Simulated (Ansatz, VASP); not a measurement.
# NiSb: VASP beside Ansatz

File INCAR:

```
SYSTEM = NiSb
ALGO = Normal
EDIFF = 1E-6
ENCUT = 520
GGA = PE
ISIF = 2
ISMEAR = -1
ISPIN = 2
LASPH = .TRUE.
LCHARG = .TRUE.
LELF = .TRUE.
LMAXMIX = 4
LORBIT = 11
LREAL = .FALSE.
LVHAR = .TRUE.
LWAVE = .FALSE.
MAGMOM = 0 0 0.82 -0.27
NBANDS = 27
NELM = 150
PREC = Accurate
SIGMA = 0.05
```

The input KPOINTS:

```
k-points
0
G
  8 8 5
  0 0 0
```

Contents of POSCAR:

```
NiSb
1.0
    3.9280000000      0.0000000000      0.0000000000
   -1.9640000000      3.4017477861      0.0000000000
    0.0000000000      0.0000000000      5.1200000000
Sb Ni
2 2
Direct
    0.6666666667      0.3333333333      0.7500000000
    0.3333333333      0.6666666667      0.2500000000
    0.0000000000      0.0000000000      0.5000000000
    0.0000000000      0.0000000000      0.0000000000
```

The input input.yaml:

```yaml
crystal:
  lattice:
    - [3.928, 0.0, 0.0]
    - [-1.964, 3.4017477861, 0.0]
    - [0.0, 0.0, 5.12]
  atoms:
    - { symbol: Sb, position: [0.6666666667, 0.3333333333, 0.75] }
    - { symbol: Sb, position: [0.3333333333, 0.6666666667, 0.25] }
    - { symbol: Ni, position: [0.0, 0.0, 0.5], spin: 0.82 }
    - { symbol: Ni, position: [0.0, 0.0, 0.0], spin: -0.27 }
hamiltonian:
  xc: pbe
  pseudopotentials: { kind: paw }
magnetization:
  spin_polarized: true
kpoints:
  mp_grid: { grid: [8, 8, 5] }
scf:
  occupations: { method: fermi_dirac, width: 0.05 }
output:
  forces: true
  stress: true
  eigenvalues: true
```

Alike in both runs: task single point; functional PBE; k mesh 8 × 8 × 5; occupations fermi-dirac, width 0.05 eV; collinear spin.

|  | VASP | Ansatz |
| --- | --- | --- |
| version | VASP 6.6.1 | Ansatz 0.2.0 |
| potentials or method | VASP PAW PBE potentials, release 64 (Sb, Ni) | Ansatz PAW |
| plane-wave cutoff (eV) | 520 | 420 |
| valence electrons in the cell | 30 | 66 |

VASP gave:

```
gap on the k mesh at the Fermi level (eV)                     : none
pressure (GPa)                                                : 3.6
traceless stress, the component that is largest in VASP (GPa) : -0.33
net moment per atom (μB)                                      : 0.00
```

What did Ansatz give for the same quantities?

gap on the k mesh at the Fermi level (eV): none; pressure (GPa): 3.8; traceless stress, the component that is largest in VASP (GPa): -0.46; net moment per atom (μB): 0.00.

A gap of «none» marks a metal or a gap that the smearing closes. VASP's potentials hold 30 valence electrons a cell and Ansatz's 66, so a difference there can come from the potentials and not from the codes.

Spin-orbit coupling is off throughout.
